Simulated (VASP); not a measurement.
# TiO2 (P4_2/mnm) in VASP: further runs

TiO2 is run at these levels: PBE; tasks: vibrations by perturbation theory.

All numbers are computed with VASP 6.6.1; they aren't measurements. Logs are shortened: lines on timing, memory, paths and dates and some standing lists are left out, and cuts for length are marked.

**1. The cell of the first run**

The structure is tetragonal, space group P4_2/mnm (No. 136). Conventional cell: a = 4.577 Å, b = 4.577 Å, c = 2.948 Å, α = 90.00°, β = 90.00°, γ = 90.00°. Ti (site symmetry mmm) has 6 O at 1.94 to 1.97 Å within 2.6 Å. Within 2.6 Å of O (site symmetry m2m) lie 3 Ti at 1.94 to 1.97 Å and 1 O at 2.52 Å.

**2. Vibrations by perturbation theory, PBE**

Contents of INCAR:

```
PREC = Accurate ; ENCUT = 520
EDIFF = 1E-8 ; ISMEAR = 0
SIGMA = 0.01 ; LREAL = F
LASPH = T ; NELM = 100
ALGO = Normal ; ISIF = 2
LWAVE = F ; LCHARG = T
GGA = PE ; IBRION = 8
NSW = 1
```

Contents of KPOINTS:

```
Automatic mesh
0
Gamma
  5 5 7
```

Contents of POSCAR:

```
TiO2
1.0
    4.5768413568      0.0000000000      0.0000000000
    0.0000000000      4.5768413568      0.0000000000
    0.0000000000      0.0000000000      2.9475089562
Ti O
2 4
Direct
    0.0000000000      0.0000000000      0.0000000000
    0.5000000000      0.5000000000      0.5000000000
    0.3049600000      0.3049600000      0.0000000000
    0.1950400000      0.8049600000      0.5000000000
    0.6950400000      0.6950400000      0.0000000000
    0.8049600000      0.1950400000      0.5000000000
```

Potentials or basis: VASP PAW PBE potentials, release 64 (Ti_sv, O).

Launch:

```console
$ cat potpaw_PBE.64/Ti_sv/POTCAR potpaw_PBE.64/O/POTCAR > POTCAR
$ mpirun -np 1 vasp_std > vasp.out
```

OUTCAR:

```text
PREC = Accurate
   ENCUT = 520
   EDIFF = 1E-8
   ISMEAR = 0
   LREAL = F
   LASPH = T
   NELM = 100
   ISIF = 2
   GGA = PE
   IBRION = 8
   NSW = 1

 ion  position               nearest neighbor table
   1  0.000  0.000  0.000-   4 1.94   6 1.94   4 1.94   6 1.94   5 1.97   3 1.97
   2  0.500  0.500  0.500-   3 1.94   5 1.94   3 1.94   5 1.94   4 1.97   6 1.97
   3  0.305  0.305  0.000-   2 1.94   2 1.94   1 1.97
   4  0.195  0.805  0.500-   1 1.94   1 1.94   2 1.97
   5  0.695  0.695  0.000-   2 1.94   2 1.94   1 1.97
   6  0.805  0.195  0.500-   1 1.94   1 1.94   2 1.97

  LATTYP: Found a simple tetragonal cell.
 ALAT       =     4.5768413568
 C/A-ratio  =     0.6440050520

  Lattice vectors:

 A1 = (   4.5768413568,   0.0000000000,   0.0000000000)
 A2 = (   0.0000000000,   4.5768413568,   0.0000000000)
 A3 = (   0.0000000000,   0.0000000000,   2.9475089562)

Analysis of symmetry for initial positions (statically):
=====================================================================
 Subroutine PRICEL returns:
 Original cell was already a primitive cell.

 Routine SETGRP: Setting up the symmetry group for a
 simple tetragonal supercell.

 Subroutine GETGRP returns: Found 16 space group operations
 (whereof  8 operations were pure point group operations)
 out of a pool of 16 trial point group operations.

The static configuration has the point symmetry D_2h.
 The point group associated with its full space group is D_4h.

Analysis of symmetry for dynamics (positions and initial velocities):
=====================================================================
 Subroutine PRICEL returns:
 Original cell was already a primitive cell.

 Routine SETGRP: Setting up the symmetry group for a
 simple tetragonal supercell.

 Subroutine GETGRP returns: Found 16 space group operations
 (whereof  8 operations were pure point group operations)
 out of a pool of 16 trial point group operations.

The dynamic configuration has the point symmetry D_2h.
 The point group associated with its full space group is D_4h.

 Subroutine INISYM returns: Found 16 space group operations
 (whereof  8 operations are pure point group operations),
 and found     1 'primitive' translations

----------------------------------------------------------------------------------------

                                     Primitive cell

  volume of cell :      61.7429

  direct lattice vectors                    reciprocal lattice vectors
     4.576841357  0.000000000  0.000000000     0.218491296  0.000000000  0.000000000
     0.000000000  4.576841357  0.000000000     0.000000000  0.218491296  0.000000000
     0.000000000  0.000000000  2.947508956     0.000000000  0.000000000  0.339269537

  length of vectors
     4.576841357  4.576841357  2.947508956     0.218491296  0.218491296  0.339269537

  position of ions in fractional coordinates (direct lattice)
     0.000000000  0.000000000  0.000000000
     0.500000000  0.500000000  0.500000000
     0.304960000  0.304960000  0.000000000
     0.195040000  0.804960000  0.500000000
     0.695040000  0.695040000  0.000000000
     0.804960000  0.195040000  0.500000000

  ion indices of the primitive-cell ions
[... 137 lines left out ...]
  band No.  band energies     occupation
      1     -51.9148      2.00000
      2     -51.8966      2.00000
      3     -28.2347      2.00000
      4     -28.2347      2.00000
      5     -28.0607      2.00000
      6     -28.0607      2.00000
[... 733 lines left out ...]
     27       8.1377      0.00000
     28       8.1841      0.00000

------------------------ aborting loop because EDIFF is reached ----------------------------------------

  FORCE on cell =-STRESS in cart. coord.  units (eV):
  Direction    XX          YY          ZZ          XY          YZ          ZX
  --------------------------------------------------------------------------------------
  -------------------------------------------------------------------------------------
  Total        3.3178893      3.3178893      3.3878329     -0.0000000      0.0000000      0.0000000
  in kB       86.0965237     86.0965237     87.9115041     -0.0000000      0.0000000      0.0000000
  external PRESSURE =      86.7015172 kB  Pullay stress =       0.0000000 kB

 VOLUME and BASIS-vectors are now :
 -----------------------------------------------------------------------------
  energy-cutoff  :      520.00
  volume of cell :       61.74
      direct lattice vectors                 reciprocal lattice vectors
     4.576841357  0.000000000  0.000000000     0.218491296  0.000000000  0.000000000
     0.000000000  4.576841357  0.000000000     0.000000000  0.218491296  0.000000000
     0.000000000  0.000000000  2.947508956     0.000000000  0.000000000  0.339269537

 POSITION                                       TOTAL-FORCE (eV/Angst)
 -----------------------------------------------------------------------------------
      0.00000      0.00000      0.00000        -0.000000     -0.000000      0.000000
      2.28842      2.28842      1.47375        -0.000000     -0.000000      0.000000
      1.39575      1.39575      0.00000        -0.125268     -0.125268     -0.000000
      0.89267      3.68417      1.47375         0.125268     -0.125268      0.000000
      3.18109      3.18109      0.00000         0.125268      0.125268      0.000000
      3.68417      0.89267      1.47375        -0.125268      0.125268      0.000000
 -----------------------------------------------------------------------------------
    total drift:                                0.000000      0.000000     -0.000000

  FREE ENERGIE OF THE ION-ELECTRON SYSTEM (eV)
  ---------------------------------------------------
  free  energy   TOTEN  =       -53.6122867533 eV

  energy  without entropy=      -53.6122867533  energy(sigma->0) =      -53.61228675

[... ionic steps 2 to 9 ...]

--------------------------------------- Ionic step       10  -------------------------------------------

------------------------ aborting loop because EDIFF is reached ----------------------------------------

[... ionic steps 11 to 11 ...]

--------------------------------------- Ionic step       12  -------------------------------------------

 Free energy of the ion-electron system (eV)
  ---------------------------------------------------
  ---------------------------------------------------
  free energy    TOTEN  =        -0.36540733 eV

  energy without entropy =       -0.36540733

------------------------ aborting loop because EDIFF is reached ----------------------------------------

 INTERNAL STRAIN TENSOR  FOR ION    3  DIRECTION 3   (eV/Angst):
 -----------------------------------------------------------------------------
    -0.00512  0.00368  5.47860
     0.00368 -0.00512  5.47860
     6.58396  6.58396  0.01321

 INTERNAL STRAIN TENSOR FOR ION    6 for displacements in x,y,z  (eV/Angst):
          X           Y           Z          XY          YZ          ZX
  --------------------------------------------------------------------------------
  x     4.11901     1.87758     4.86954     1.31093     0.00000     0.00000
  y    -1.87758    -4.11901    -4.86954    -1.26646     0.00000     0.00000
  z     0.00000     0.00000     0.00000     0.00000    -6.58396     5.47860

 SECOND DERIVATIVES (NOT SYMMETRIZED)
 ------------------------------------
               1X          1Y          1Z          2X          2Y          2Z          3X          3Y          3Z          4X          4Y          4Z          5X          5Y          5Z          6X          6Y          6Z
  1X   -16.580439    4.915678    0.000000   14.625052    0.034163    0.000000   -1.030640   -0.598799    0.000000    2.008334   -1.876121    0.000000   -1.030640   -0.598799    0.000000    2.008334   -1.876121    0.000000
  1Y     4.915678  -16.580439    0.000000    0.034163   14.625052    0.000000   -0.598799   -1.030640    0.000000   -1.876121    2.008334    0.000000   -0.598799   -1.030640    0.000000   -1.876121    2.008334    0.000000
  1Z     0.000000    0.000000   -1.616668    0.000000    0.000000    0.359721    0.000000    0.000000   -0.233687    0.000000    0.000000    0.862161    0.000000    0.000000   -0.233687    0.000000    0.000000    0.862161
  2X    14.625052   -0.034163    0.000000  -16.580439   -4.915678    0.000000    2.008334    1.876121    0.000000   -1.030640    0.598799    0.000000    2.008334    1.876121    0.000000   -1.030640    0.598799    0.000000
  2Y    -0.034163   14.625052    0.000000   -4.915678  -16.580439    0.000000    1.876121    2.008334    0.000000    0.598799   -1.030640    0.000000    1.876121    2.008334    0.000000    0.598799   -1.030640    0.000000
  2Z     0.000000    0.000000    0.359721    0.000000    0.000000   -1.616668    0.000000    0.000000    0.862161    0.000000    0.000000   -0.233687    0.000000    0.000000    0.862161    0.000000    0.000000   -0.233687
  3X    -1.031925   -0.580580    0.000000    2.015854    1.863546    0.000000  -12.067276   -6.852106    0.000000   -0.762785    0.904796    0.000000    5.986630    5.573420    0.000000    5.859503   -0.909077    0.000000
  3Y    -0.580580   -1.031925    0.000000    1.863546    2.015854    0.000000   -6.852106  -12.067276    0.000000   -0.909077    5.859503    0.000000    5.573420    5.986630    0.000000    0.904796   -0.762785    0.000000
  3Z     0.000000    0.000000   -0.231130    0.000000    0.000000    0.865984    0.000000    0.000000   -8.737669    0.000000    0.000000    2.129033    0.000000    0.000000    3.844749    0.000000    0.000000    2.129033
  4X     2.015854   -1.863546    0.000000   -1.031925    0.580580    0.000000   -0.762785   -0.904796    0.000000  -12.067276    6.852106    0.000000    5.859503    0.909077    0.000000    5.986630   -5.573420    0.000000
  4Y    -1.863546    2.015854    0.000000    0.580580   -1.031925    0.000000    0.909077    5.859503    0.000000    6.852106  -12.067276    0.000000   -0.904796   -0.762785    0.000000   -5.573420    5.986630    0.000000
  4Z     0.000000    0.000000    0.865984    0.000000    0.000000   -0.231130    0.000000    0.000000    2.129033    0.000000    0.000000   -8.737669    0.000000    0.000000    2.129033    0.000000    0.000000    3.844749
  5X    -1.031925   -0.580580    0.000000    2.015854    1.863546    0.000000    5.986630    5.573420    0.000000    5.859503   -0.909077    0.000000  -12.067276   -6.852106    0.000000   -0.762785    0.904796    0.000000
  5Y    -0.580580   -1.031925    0.000000    1.863546    2.015854    0.000000    5.573420    5.986630    0.000000    0.904796   -0.762785    0.000000   -6.852106  -12.067276    0.000000   -0.909077    5.859503    0.000000
  5Z     0.000000    0.000000   -0.231130    0.000000    0.000000    0.865984    0.000000    0.000000    3.844749    0.000000    0.000000    2.129033    0.000000    0.000000   -8.737669    0.000000    0.000000    2.129033
  6X     2.015854   -1.863546    0.000000   -1.031925    0.580580    0.000000    5.859503    0.909077    0.000000    5.986630   -5.573420    0.000000   -0.762785   -0.904796    0.000000  -12.067276    6.852106    0.000000
  6Y    -1.863546    2.015854    0.000000    0.580580   -1.031925    0.000000   -0.904796   -0.762785    0.000000   -5.573420    5.986630    0.000000    0.909077    5.859503    0.000000    6.852106  -12.067276    0.000000
  6Z     0.000000    0.000000    0.865984    0.000000    0.000000   -0.231130    0.000000    0.000000    2.129033    0.000000    0.000000    3.844749    0.000000    0.000000    2.129033    0.000000    0.000000   -8.737669

 Eigenvectors and eigenvalues of the dynamical matrix
 ----------------------------------------------------

   1 f  =   24.381059 THz   153.190710 2PiTHz  813.264582 cm-1   100.831912 meV
             X         Y         Z           dx          dy          dz
      0.000000  0.000000  0.000000     0.000000    0.000000    0.000000
      2.288421  2.288421  1.473754    -0.000000   -0.000000    0.000000
      1.395754  1.395754  0.000000     0.353553    0.353553   -0.000000
      0.892667  3.684174  1.473754     0.353553   -0.353553    0.000000
      3.181088  3.181088  0.000000    -0.353553   -0.353553   -0.000000
      3.684174  0.892667  1.473754    -0.353553    0.353553   -0.000000
[... 145 lines left out ...]
  18 f/i=    0.010261 THz     0.064474 2PiTHz    0.342280 cm-1     0.042437 meV
             X         Y         Z           dx          dy          dz
      0.000000  0.000000  0.000000     0.442105   -0.324359    0.000000
      2.288421  2.288421  1.473754     0.442532   -0.324941    0.000000
      1.395754  1.395754  0.000000     0.254153   -0.186472    0.000000
      0.892667  3.684174  1.473754     0.254375   -0.186774    0.000000
      3.181088  3.181088  0.000000     0.254153   -0.186472    0.000000
      3.684174  0.892667  1.473754     0.254375   -0.186774    0.000000

--------------------------------------------------------------------------------------------------------

 ELASTIC MODULI CONTR FROM IONIC RELAXATION (kBar)
 Direction    XX          YY          ZZ          XY          YZ          ZX
 --------------------------------------------------------------------------------
 XX        -402.6487    233.3255   -137.4990      0.0000     -0.0000     -0.0000
 YY         233.3255   -402.6487   -137.4990     -0.0000      0.0000      0.0000
 ZZ        -137.4990   -137.4990   -223.3124     -0.0000     -0.0000     -0.0000
 XY           0.0000     -0.0000      0.0000     -8.8689      0.0000      0.0000
 YZ          -0.0000      0.0000     -0.0000      0.0000   -357.5971      0.0000
 ZX          -0.0000      0.0000     -0.0000      0.0000      0.0000   -247.6049
 --------------------------------------------------------------------------------
```

Run time: 11 min. Hardware: 1 thread of Oxide Virtual Turin-like, shared host; peak memory 0.32 GiB.

Results:

- Highest phonon frequency at Γ, LO-TO splitting left out: 813 cm⁻¹

Phonon frequencies in cm⁻¹ (negative: imaginary):
```tsv
q point	frequencies
(0.000, 0.000, 0.000)	0 0 0 98 118 119 119 134 377 377 396 421 462 462 488 488 612 813
```

Caveat: the cell stands under pressure or tension, which shifts response properties.

(Continued in part 2 of 2.)
